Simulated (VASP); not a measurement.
# NaTlS2 (P-4m2) in VASP: a series of runs, part 3 of 3

VASP 6.6.1.

### Step 5. Relaxation of cell and atoms, PBE

This run uses another cell than the first one, of 23.70 Å³/atom.

The input, INCAR:

```
SYSTEM = NaTlS2
  PREC = Accurate
  ENCUT = 600
  EDIFF = 1E-7
  ISMEAR = -1
  SIGMA = 0.02
  LREAL = .False.
  LASPH = .True.
  NELM = 100
  ALGO = Normal
  ISIF = 3
  LWAVE = .False.
  LCHARG = .False.
  GGA = PE
  IBRION = 2
  NSW = 80
  EDIFFG = -0.005
```

The input, KPOINTS:

```
regular mesh
0
Gamma
  6 6 4
  0 0 0
```

The input, POSCAR:

```
NaTlS2
1.0
    4.0621521398      0.0000000000      0.0000000000
    0.0000000000      4.0621521398      0.0000000000
    0.0000000000      0.0000000000      5.7447506485
Na S Tl
1 2 1
Direct
    0.0000000000      0.0000000000      0.0000000000
    0.0000000000      0.5000000000      0.2500000000
    0.5000000000      0.0000000000      0.7500000000
    0.5000000000      0.5000000000      0.5000000000
```

Potentials or basis: VASP PAW PBE potentials, release 64 (Na_pv, S, Tl_d).

Started as:

```console
> cat potpaw_PBE.64/Na_pv/POTCAR potpaw_PBE.64/S/POTCAR potpaw_PBE.64/Tl_d/POTCAR > POTCAR
> mpirun -np 1 vasp_std > vasp.out
```

OUTCAR:

```text
SYSTEM = NaTlS2
   PREC = Accurate
   ENCUT = 600
   EDIFF = 1E-7
   ISMEAR = -1
   LREAL = .False.
   LASPH = .True.
   NELM = 100
   ISIF = 3
   GGA = PE
   IBRION = 2
   NSW = 80
   EDIFFG = -0.005

 ion  position               nearest neighbor table
   1  0.000  0.000  0.000-   2 2.49   3 2.49   2 2.49   3 2.49
   2  0.000  0.500  0.250-   1 2.49   4 2.49   1 2.49   4 2.49
   3  0.500  0.000  0.750-   1 2.49   4 2.49   4 2.49   1 2.49
   4  0.500  0.500  0.500-   2 2.49   3 2.49   3 2.49   2 2.49

  LATTYP: Found a simple tetragonal cell.
 ALAT       =     4.0621521398
 C/A-ratio  =     1.4142135624

  Lattice vectors:

 A1 = (   4.0621521398,   0.0000000000,   0.0000000000)
 A2 = (   0.0000000000,   4.0621521398,   0.0000000000)
 A3 = (   0.0000000000,   0.0000000000,   5.7447506485)

Analysis of symmetry for initial positions (statically):
=====================================================================
 Subroutine PRICEL returns:
 Original cell was already a primitive cell.

 Routine SETGRP: Setting up the symmetry group for a
 simple tetragonal supercell.

 Subroutine GETGRP returns: Found  8 space group operations
 (whereof  8 operations were pure point group operations)
 out of a pool of 16 trial point group operations.

The static configuration has the point symmetry D_2d.

Analysis of symmetry for dynamics (positions and initial velocities):
=====================================================================
 Subroutine PRICEL returns:
 Original cell was already a primitive cell.

 Routine SETGRP: Setting up the symmetry group for a
 simple tetragonal supercell.

 Subroutine GETGRP returns: Found  8 space group operations
 (whereof  8 operations were pure point group operations)
[... 145 lines left out ...]

 number of electron      31.9999997 magnetization

 Free energy of the ion-electron system (eV)
  ---------------------------------------------------
  ext. energy  EPLUGINS =         0.00000000
  ---------------------------------------------------
  free energy    TOTEN  =       -13.33075302 eV

  energy without entropy =      -13.33075302  energy(sigma->0) =      -13.33075302

------------------------ aborting loop because EDIFF is reached ----------------------------------------

  FORCE on cell =-STRESS in cart. coord.  units (eV):
  Direction    XX          YY          ZZ          XY          YZ          ZX
  --------------------------------------------------------------------------------------
  -------------------------------------------------------------------------------------
  Total        5.4088071      5.4088071      6.2611188      0.0000000      0.0000000      0.0000000
  in kB       91.4173272     91.4173272    105.8227339      0.0000000      0.0000000      0.0000000
  external PRESSURE =      96.2191294 kB  Pullay stress =       0.0000000 kB
[... 95 lines left out ...]
  FREE ENERGIE OF THE ION-ELECTRON SYSTEM (eV)
  ---------------------------------------------------
  free  energy   TOTEN  =       -13.8040313589 eV

  energy  without entropy=      -13.8040313553  energy(sigma->0) =      -13.80403136

[... ionic steps 4 to 13 ...]

--------------------------------------- Ionic step       14  -------------------------------------------

 number of electron      32.0000021 magnetization

------------------------ aborting loop because EDIFF is reached ----------------------------------------
[... 71 lines left out ...]
--------------------------------------- Ionic step       16  -------------------------------------------

 number of electron      32.0000021 magnetization

 Free energy of the ion-electron system (eV)
  ---------------------------------------------------
  ext. energy  EPLUGINS =         0.00000000
  ---------------------------------------------------
  free energy    TOTEN  =       -13.91934171 eV

  energy without entropy =      -13.91934171  energy(sigma->0) =      -13.91934171

 E-fermi :   1.6009     XC(G=0):  -7.9338

 val. band max:        1.2136531568   @ k =   0.0000   0.0000   0.0000
 cond. band min:       1.9413473615   @ k =   0.0000   0.0000   0.0000
 fundamental gap:      0.7276942047
 Fermi energy:         1.6009433398

 k-point     1 :       0.0000    0.0000    0.0000
  band No.  band energies     occupation
      1     -20.9823      2.00000
      2     -20.9823      2.00000
      3     -20.9343      2.00000
      4     -10.5950      2.00000
      5     -10.5218      2.00000
      6      -9.2860      2.00000
[... 541 lines left out ...]
     19       7.4918      0.00000
     20       7.6359      0.00000

 [... further k-points ...]

------------------------ aborting loop because EDIFF is reached ----------------------------------------

  FORCE on cell =-STRESS in cart. coord.  units (eV):
  Direction    XX          YY          ZZ          XY          YZ          ZX
  --------------------------------------------------------------------------------------
  -------------------------------------------------------------------------------------
  Total       -0.0086276     -0.0086276      0.0187569      0.0000000      0.0000000      0.0000000
  in kB       -0.1196643     -0.1196643      0.2601556      0.0000000      0.0000000      0.0000000
  external PRESSURE =       0.0069423 kB  Pullay stress =       0.0000000 kB
[... 19 lines left out ...]
  FREE ENERGIE OF THE ION-ELECTRON SYSTEM (eV)
  ---------------------------------------------------
  free  energy   TOTEN  =       -13.9193417070 eV

  energy  without entropy=      -13.9193417066  energy(sigma->0) =      -13.91934171

 reached required accuracy - stopping structural energy minimisation
```

OSZICAR:

```text
N       E                     dE             d eps       ncg     rms          rms(c)
DAV:   1     0.254593078694E+03    0.25459E+03   -0.17111E+04  1216   0.172E+03
[... 169 lines left out ...]
       N       E                     dE             d eps       ncg     rms          rms(c)
DAV:   1    -0.139196461134E+02   -0.33538E-03   -0.92465E-03  1264   0.947E-01    0.126E-01
DAV:   2    -0.139193945279E+02    0.25159E-03   -0.59917E-04  1340   0.236E-01    0.451E-02
DAV:   3    -0.139193443627E+02    0.50165E-04   -0.12278E-04  1312   0.108E-01    0.327E-02
DAV:   4    -0.139193410386E+02    0.33242E-05   -0.93271E-06  1316   0.269E-02    0.996E-03
DAV:   5    -0.139193416927E+02   -0.65411E-06   -0.89633E-07  1416   0.977E-03    0.145E-03
DAV:   6    -0.139193417070E+02   -0.14304E-07   -0.91180E-08   644   0.207E-03
  16 F= -.13919342E+02 E0= -.13919342E+02  d E =-.310486E-04
```

CONTCAR:

```text
NaTlS2
   1.00000000000000
     4.1643773758297620    0.0000000000000000    0.0000000000000000
     0.0000000000000000    4.1643773758297620    0.0000000000000000
    -0.0000000000000000    0.0000000000000000    6.6609677447201667
  Na              S               Tl
     1     2     1
Direct
     0.0000000000000000    0.0000000000000000    0.0000000000000000
     0.0000000000000000    0.5000000000000000    0.2707097312557586
     0.5000000000000000    0.0000000000000000    0.7292902687442414
     0.5000000000000000    0.5000000000000000    0.5000000000000000

  0.00000000E+00  0.00000000E+00  0.00000000E+00
  0.00000000E+00  0.00000000E+00  0.00000000E+00
  0.00000000E+00  0.00000000E+00  0.00000000E+00
  0.00000000E+00  0.00000000E+00  0.00000000E+00
```

Wall time 8.2 min (1 thread of Intel Xeon Platinum 8259CL at 2.50GHz (Skylake/Cascade Lake), shared host); peak memory 0.27 GiB.

What came out:

```
Free energy                           : -13.9193 eV
Relaxed volume                        : 28.88 Å³/atom
Relaxed cell                          : a = 4.164 Å, b = 4.164 Å, c = 6.661 Å, α = 90.00°, β = 90.00°, γ = 90.00°
Space group after relaxing (to 0.1 Å) : P-4m2 (No. 115)
Energy gained by relaxing             : 147.1 meV/atom
Ionic steps                           : 16
Pressure after relaxing               : 0.0 GPa
Band gap on the k mesh                : 0.73 eV
```

Forces in eV/Å, atoms in the order of the input:
```
Na   0.000  0.000  0.000
S    0.000  0.000 -0.002
S    0.000  0.000  0.002
Tl   0.000  0.000  0.000
```

The path:
| step | energy change (eV) | largest force (eV/Å) | pressure (GPa) | volume (Å³) |
| --- | --- | --- | --- | --- |
| 1 | 0.0000 | 0.1445 | 9.62 | 94.79 |
| 2 | -0.4683 | 0.6531 | -0.77 | 115.69 |
| 3 | -0.4733 | 0.6183 | -0.04 | 113.22 |
| 4 | -0.5093 | 0.4464 | -0.03 | 113.75 |
| 5 | -0.5560 | 0.0202 | 0.12 | 114.99 |
| 6 | -0.5587 | 0.1236 | 0.21 | 115.39 |
| 7 | -0.5726 | 0.0886 | -0.17 | 116.66 |
| 8 | -0.5792 | 0.0262 | -0.76 | 118.74 |
| 9 | -0.5856 | 0.0634 | -0.32 | 117.08 |
| 10 | -0.5857 | 0.0687 | -0.26 | 116.86 |
| 11 | -0.5874 | 0.0696 | -0.08 | 116.18 |
| 12 | -0.5880 | 0.0702 | 0.10 | 115.52 |
| 13 | -0.5885 | 0.0189 | 0.00 | 115.62 |
| 14 | -0.5886 | 0.0040 | -0.03 | 115.65 |
| 15 | -0.5886 | 0.0050 | -0.03 | 115.65 |
| 16 | -0.5886 | 0.0023 | 0.00 | 115.51 |

Final structure:
```
CELL_PARAMETERS angstrom
4.16438 0.00000 0.00000
0.00000 4.16438 0.00000
0.00000 0.00000 6.66097
ATOMIC_POSITIONS crystal
Na 0.00000 0.00000 0.00000
S 0.00000 0.50000 0.27071
S 0.50000 0.00000 0.72929
Tl 0.50000 0.50000 0.50000
```

Levels at points of the mesh, in eV from the valence-band top:
| k point | band 13 | band 14 | band 15 | band 16 | band 17 | band 18 | band 19 | band 20 |
| --- | --- | --- | --- | --- | --- | --- | --- | --- |
| (0.00, 0.00, 0.00) | -1.32 | -0.38 | 0.00 | 0.00 | 0.73 | 3.60 | 5.39 | 6.84 |
| (0.50, 0.00, 0.00) | -1.45 | -1.18 | -0.92 | -0.05 | 2.06 | 5.79 | 5.92 | 6.44 |
| (0.50, 0.50, 0.00) | -1.56 | -1.56 | -1.43 | -0.80 | 2.36 | 4.09 | 4.09 | 6.88 |
| (0.00, 0.00, 0.50) | -1.26 | -1.19 | -0.10 | -0.10 | 1.78 | 3.58 | 5.99 | 6.46 |
| (0.50, 0.00, 0.50) | -1.00 | -0.90 | -0.63 | -0.05 | 1.42 | 5.08 | 6.28 | 6.42 |
| (0.50, 0.50, 0.50) | -1.64 | -1.64 | -1.15 | -1.14 | 2.99 | 5.01 | 5.01 | 7.10 |

Caveat: the volume moved by over 15 % at a fixed basis, so the end points are rough; spin-orbit coupling is left out, which moves the levels of the heavy elements.

### Step 6. Relaxation of cell and atoms, PBEsol

The input, INCAR:

```
SYSTEM = NaTlS2
  PREC = Accurate
  ENCUT = 600
  EDIFF = 1E-6
  ISMEAR = -1
  SIGMA = 0.02
  LREAL = .False.
  LASPH = .True.
  NELM = 60
  ALGO = Normal
  ISIF = 3
  LWAVE = .False.
  LCHARG = .False.
  GGA = PS
  IBRION = 2
  NSW = 80
  EDIFFG = -0.005
```

The input, KPOINTS:

```
Automatic mesh
0
Gamma
  6 6 4
  0 0 0
```

The input, POSCAR:

```
NaTlS2
1.0
    4.1628286536      0.0000000000      0.0000000000
    0.0000000000      4.1628286536      0.0000000000
    0.0000000000      0.0000000000      6.6717627341
Na S Tl
1 2 1
Direct
    0.0000000000      0.0000000000      0.0000000000
    0.0000000000      0.5000000000      0.2706010969
    0.5000000000      0.0000000000      0.7293989031
    0.5000000000      0.5000000000      0.5000000000
```

Potentials or basis: VASP PAW PBE potentials, release 64 (Na_pv, S, Tl_d).

Started as:

```console
> cat potpaw_PBE.64/Na_pv/POTCAR potpaw_PBE.64/S/POTCAR potpaw_PBE.64/Tl_d/POTCAR > POTCAR
> mpirun -np 1 vasp_std > vasp.out
```

Wall time 5.6 min (1 thread of Intel Xeon Platinum 8259CL at 2.50GHz (Skylake/Cascade Lake), shared host); peak memory 0.32 GiB.

Results (log left out):

* Free energy: -14.8880 eV
* Relaxed volume: 27.66 Å³/atom
* Relaxed cell: a = 4.079 Å, b = 4.079 Å, c = 6.650 Å, α = 90.00°, β = 90.00°, γ = 90.00°
* Space group after relaxing (to 0.1 Å): P-4m2 (No. 115)
* Energy gained by relaxing: 7.4 meV/atom
* Ionic steps: 10
* Pressure after relaxing: 0.0 GPa
* Band gap on the k mesh: 0.76 eV

Step by step:
```
step  energy change (eV)  largest force (eV/Å)  pressure (GPa)  volume (Å³)
   1              0.0000                0.2208           -1.68       115.62
   2             -0.0280                0.0452            0.12       110.63
   3             -0.0280                0.0268           -0.04       110.94
   4             -0.0280                0.0328           -0.01       110.84
   5             -0.0286                0.0197            0.02       110.74
   6             -0.0294                0.0182            0.04       110.43
   7             -0.0294                0.0208            0.04       110.40
   8             -0.0295                0.0191           -0.01       110.57
   9             -0.0295                0.0179           -0.05       110.71
  10             -0.0295                0.0009            0.00       110.64
```

Final structure:
```
Na S Tl
1.0
     4.07898    0.00000    0.00000
     0.00000    4.07898    0.00000
     0.00000    0.00000    6.64979
Na S Tl
1 2 1
Direct
  0.00000 0.00000 0.00000
  0.00000 0.50000 0.27192
  0.50000 0.00000 0.72808
  0.50000 0.50000 0.50000
```

Levels at points of the mesh, in eV from the valence-band top:
```
           k point  band 14  band 15  band 16  band 17  band 18  band 19
(0.00, 0.00, 0.00)    -0.45     0.00     0.00     0.76     3.47     5.34
(0.50, 0.00, 0.00)    -1.31    -0.95    -0.06     2.18     5.78     5.79
(0.50, 0.50, 0.00)    -1.73    -1.58    -0.94     2.39     3.91     3.91
(0.00, 0.00, 0.50)    -1.32    -0.10    -0.10     1.89     3.47     5.80
(0.50, 0.00, 0.50)    -0.93    -0.74    -0.06     1.47     4.95     6.18
(0.50, 0.50, 0.50)    -1.82    -1.30    -1.28     3.11     4.85     4.85
```

Caveat: the PAW data sets were made with another functional, which shifts forces and pressure a little; spin-orbit coupling is left out, which moves the levels of the heavy elements.

### Step 7. Overview

```tsv
task	level	cell	cutoff (eV)	smearing	gap on the mesh (eV)	pressure (GPa)	relaxed volume (Å³/atom)
single point	PBE	a = 4.163, b = 4.163, c = 6.672 Å, 4 atoms, atomic positions A	520	fermi-dirac 0.02 eV	0.72	0.0	-
single point	r2SCAN	a = 4.104, b = 4.104, c = 6.639 Å, 4 atoms, atomic positions B	520	fermi-dirac 0.02 eV	1.10	-0.1	-
single point	r2SCAN	a = 4.104, b = 4.104, c = 6.639 Å, 4 atoms, atomic positions B	520	gaussian 0.01 eV	1.10	-0.1	-
relaxation of cell and atoms	PBE	relaxed from a = 4.062, b = 4.062, c = 5.745 Å, 4 atoms, atomic positions C	600	fermi-dirac 0.02 eV	0.73	0.0	28.88
relaxation of cell and atoms	PBEsol	relaxed from a = 4.163, b = 4.163, c = 6.672 Å, 4 atoms, atomic positions A	600	fermi-dirac 0.02 eV	0.76	0.0	27.66
```

Alike in all rows: potentials or basis VASP PAW PBE potentials, release 64 (Na_pv, S, Tl_d); no spin polarisation; k mesh 6 × 6 × 4.

Caveats: spin-orbit coupling is left out, which moves the levels of the heavy elements; the PAW data sets were made with another functional, which shifts forces and pressure a little (at least some runs); the volume moved by over 15 % at a fixed basis, so the end points are rough (at least some runs).

Total energies depend on the potentials used, so only differences within one code and one set of settings carry meaning.
